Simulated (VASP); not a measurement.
# Sc (I4/mmm) in VASP: single point with LDA

Aim: the single point of Sc with LDA.

Everything below comes from runs of VASP 6.6.1. Logs are shortened: lines on timing, memory, paths and dates and some standing lists are left out, and cuts for length are marked.

## 1. The cell of the first run

Symmetry: I4/mmm, No. 139, tetragonal system. Conventional cell: a = 3.544 Å, b = 3.544 Å, c = 8.777 Å, α = 90.00°, β = 90.00°, γ = 90.00°. Sc (site symmetry 4/mmm) has 4 Sc at 3.54 Å within 4.7 Å.

## 2. Single point, LDA

File INCAR:

```
SYSTEM = Sc
PREC = Accurate ; ENCUT = 520
EDIFF = 1E-6 ; ISMEAR = 0
SIGMA = 0.15 ; LREAL = .False.
LASPH = .True. ; NELM = 100
ALGO = Normal ; ISIF = 2
LWAVE = .False. ; LCHARG = .False.
NBANDS = 12
```

File KPOINTS:

```
Automatic mesh
0
Gamma
  11 11 11
  0 0 0
```

File POSCAR:

```
Sc
1.0
   -1.7720900000      1.7720900000      4.3885100000
    1.7720900000     -1.7720900000      4.3885100000
    1.7720900000      1.7720900000     -4.3885100000
Sc
1
Direct
    0.0000000000      0.0000000000      0.0000000000
```

Potentials or basis: VASP PAW LDA potentials, release 64 (Sc_sv).

Started as:

```bash
cat potpaw_LDA.64/Sc_sv/POTCAR > POTCAR
mpirun -np 1 vasp_std > vasp.out
```

OUTCAR:

```text
SYSTEM = Sc
   PREC = Accurate
   ENCUT = 520
   EDIFF = 1E-6
   ISMEAR = 0
   LREAL = .False.
   LASPH = .True.
   NELM = 100
   ISIF = 2

 ion  position               nearest neighbor table
   1  0.000  0.000  0.000-

  LATTYP: Found a body centered tetragonal cell.
 ALAT       =     3.5441800000
 C/A-ratio  =     2.4764599992

  Lattice vectors:

 A1 = (  -1.7720900000,   1.7720900000,   4.3885100000)
 A2 = (   1.7720900000,  -1.7720900000,   4.3885100000)
 A3 = (   1.7720900000,   1.7720900000,  -4.3885100000)

Analysis of symmetry for initial positions (statically):
=====================================================================
 Subroutine PRICEL returns:
 Original cell was already a primitive cell.

 Routine SETGRP: Setting up the symmetry group for a
 body centered tetragonal supercell.

 Subroutine GETGRP returns: Found 16 space group operations
 (whereof 16 operations were pure point group operations)
 out of a pool of 16 trial point group operations.

The static configuration has the point symmetry D_4h.

Analysis of symmetry for dynamics (positions and initial velocities):
=====================================================================
 Subroutine PRICEL returns:
 Original cell was already a primitive cell.

 Routine SETGRP: Setting up the symmetry group for a
 body centered tetragonal supercell.

 Subroutine GETGRP returns: Found 16 space group operations
 (whereof 16 operations were pure point group operations)
 out of a pool of 16 trial point group operations.

The dynamic configuration has the point symmetry D_4h.

 Subroutine INISYM returns: Found 16 space group operations
 (whereof 16 operations are pure point group operations),
 and found     1 'primitive' translations

----------------------------------------------------------------------------------------

                                     Primitive cell

  volume of cell :      55.1250

  direct lattice vectors                    reciprocal lattice vectors
    -1.772090000  1.772090000  4.388510000     0.000000000  0.282152712  0.113933886
     1.772090000 -1.772090000  4.388510000     0.282152712  0.000000000  0.113933886
     1.772090000  1.772090000 -4.388510000     0.282152712  0.282152712  0.000000000

  length of vectors
     5.053674500  5.053674500  5.053674500     0.304287830  0.304287830  0.399024192

  position of ions in fractional coordinates (direct lattice)
     0.000000000  0.000000000  0.000000000

  ion indices of the primitive-cell ions
   primitive index   ion index
[... 81 lines left out ...]
   POTIM  = 0.5000    time-step for ionic-motion
   TEBEG  =    0.0;   TEEND  =   0.0 temperature during run
   PSTRESS=    0.0 pullay stress
   NELECT =      11.0000    total number of electrons
   NUPDOWN=      -1.0000    fix difference up-down
   EMIN   =  10.00;   EMAX   =-10.00  energy-range for DOS
   EFERMI =   0.00;   METHOD = LEGACY
   ISMEAR =     0;   SIGMA  =   0.15  broadening in eV -4-tet -1-fermi 0-gaus
   EFERMI_NEDOS =   21; number of points for ismear=-14 and -15
   IALGO  =     38    algorithm
   IMIX   =      4    mixing-type and parameters
     AMIX     =   0.40;   BMIX     =  1.00
     AMIX_MAG =   1.60;   BMIX_MAG =  1.00
  volume/ion in A,a.u.               =      55.13       372.00
  Fermi-wavevector in a.u.,A,eV,Ry     =   0.956657  1.807819 12.451947  0.915192
  Thomas-Fermi vector in A             =   2.085605
   LORBIT       =      0    0 simple, 1 ext, 2 COOP (PROOUT), +10 PAW based schemes
   GGA     = CA    functional components
   LHFCALC =     F    Hartree Fock is set to
   AEXX    =    0.0000 exact exchange contribution
   IVDW    =     0    specifies the selected vdW correction
   LEPSILON=     F    determine dielectric tensor
   LRPA    =     F    only Hartree local field effects (RPA)
 non-spin polarized calculation
 Gauss-broadening in eV      SIGMA  =   0.15
  energy-cutoff  :      520.00
  volume of cell :       55.13
 maximum number of plane-waves:      1509
 NGX is ok and might be reduce to    40
   NGX = 19   NGY = 19   NGZ = 19

 number of electron      11.0000000 magnetization

 Free energy of the ion-electron system (eV)
  ---------------------------------------------------
  ext. energy  EPLUGINS =         0.00000000
  ---------------------------------------------------
  free energy    TOTEN  =        -4.55686245 eV

  energy without entropy =       -4.50000019  energy(sigma->0) =       -4.52843132

 E-fermi :   0.0559     XC(G=0):  -7.1556

 val. band max:        0.0550135054   @ k =  -0.1818  -0.3636   0.0909
 cond. band min:       0.0602579143   @ k =   0.4545   0.1818   0.0000
 fundamental gap:      0.0052444089
 Fermi energy:         0.0559246902

 k-point     1 :       0.0000    0.0000    0.0000
  band No.  band energies     occupation
      1     -50.1955      2.00000
      2     -29.2715      2.00000
      3     -29.0004      2.00000
      4     -29.0004      2.00000
      5      -3.3794      2.00000
      6      -0.0745      1.78112
      7       0.0904      0.74524
      8       1.3510      0.00000
      9       1.3510      0.00000
     10       1.9113      0.00000
     11       4.4178      0.00000
     12       7.4689      0.00000
[... 331 lines left out ...]
 k-point    24 :      -0.1818    0.1818    0.0000
  band No.  band energies     occupation
      1     -50.1916      2.00000
      2     -29.2673      2.00000
      3     -29.0243      2.00000
      4     -29.0231      2.00000
      5      -2.5126      2.00000
      6       0.3048      0.01895
      7       0.4417      0.00028
      8       0.9878      0.00000
      9       1.0148      0.00000
     10       1.4458      0.00000
     11       5.5782      0.00000
     12       7.6865      0.00000

 [... further k-points ...]

------------------------ aborting loop because EDIFF is reached ----------------------------------------

  FORCE on cell =-STRESS in cart. coord.  units (eV):
  Direction    XX          YY          ZZ          XY          YZ          ZX
  --------------------------------------------------------------------------------------
  -------------------------------------------------------------------------------------
  Total       -2.9830674     -2.9830674     -2.2655683      0.0000000      0.0000000      0.0000000
  in kB      -86.7011802    -86.7011802    -65.8474728      0.0000000      0.0000000      0.0000000
  external PRESSURE =     -79.7499444 kB  Pullay stress =       0.0000000 kB

 VOLUME and BASIS-vectors are now :
 -----------------------------------------------------------------------------
  energy-cutoff  :      520.00
  volume of cell :       55.13
      direct lattice vectors                 reciprocal lattice vectors
    -1.772090000  1.772090000  4.388510000     0.000000000  0.282152712  0.113933886
     1.772090000 -1.772090000  4.388510000     0.282152712  0.000000000  0.113933886
     1.772090000  1.772090000 -4.388510000     0.282152712  0.282152712  0.000000000

 POSITION                                       TOTAL-FORCE (eV/Angst)
 -----------------------------------------------------------------------------------
      0.00000      0.00000      0.00000        -0.000000     -0.000000      0.000000
 -----------------------------------------------------------------------------------
    total drift:                                0.000000      0.000000     -0.000000

  FREE ENERGIE OF THE ION-ELECTRON SYSTEM (eV)
  ---------------------------------------------------
  free  energy   TOTEN  =        -4.5568624533 eV

  energy  without entropy=       -4.5000001930  energy(sigma->0) =       -4.52843132
```

Wall time 3.9 min (1 thread of Intel Xeon Platinum 8375C at 2.90GHz (Ice Lake), shared host); peak memory 0.23 GiB.

What came out:

- Free energy: -4.5569 eV
- Pressure: -8.0 GPa
- Band gap on the k mesh: zero (an odd number of electrons rules out a gap without spin polarisation)

Stress tensor (GPa, compression positive):
```
-8.67  0.00  0.00
 0.00 -8.67  0.00
 0.00  0.00 -6.58
```

Levels at points of the mesh, in eV from the Fermi level:
| k point | band 2 | band 3 | band 4 | band 5 | band 6 | band 7 | band 8 | band 9 |
| --- | --- | --- | --- | --- | --- | --- | --- | --- |
| (0.00, 0.00, 0.00) | -29.33 | -29.06 | -29.06 | -3.44 | -0.13 | 0.03 | 1.30 | 1.30 |

Caveat: the cell stands under tension.
